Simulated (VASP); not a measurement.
Runs of VASP 6.6.1 on InSb. The structure is that of space group F-43m (No. 216), or close to it. The cells are those of the table. 

| cell | gap on the mesh (eV) | pressure (GPa) |
| --- | --- | --- |
| a = 4.979 Å, angles 60.0°, 2 atoms | none | -5.6 |
| a = 4.519, b = 4.519, c = 4.426 Å, angles 60.7, 60.7, 58.6°, 2 atoms | - | (a) |
| a = 4.703, b = 4.703, c = 4.610 Å, angles 60.7, 60.7, 58.7°, 2 atoms | none | -1.5 |
| a = 4.241 Å, angles 60.0°, 2 atoms | 0.71 | (b) |

Alike in all rows: task single point; level PBEsol; potentials or basis VASP PAW PBE potentials, release 64 (In_d, Sb); no spin polarisation; k mesh 16 × 16 × 16; cutoff (eV) 520; smearing gaussian 0.15 eV.

Fill in the values left out.

(a) 4.2; (b) 19.5.

Caveats: the PAW data sets were made with another functional, which shifts forces and pressure a little; spin-orbit coupling is left out, which moves the levels of the heavy elements.

A k mesh can miss the band edges, and the runs leave out spin-orbit coupling on In, Sb.

A gap of «none» marks levels without a gap at the run's occupations.
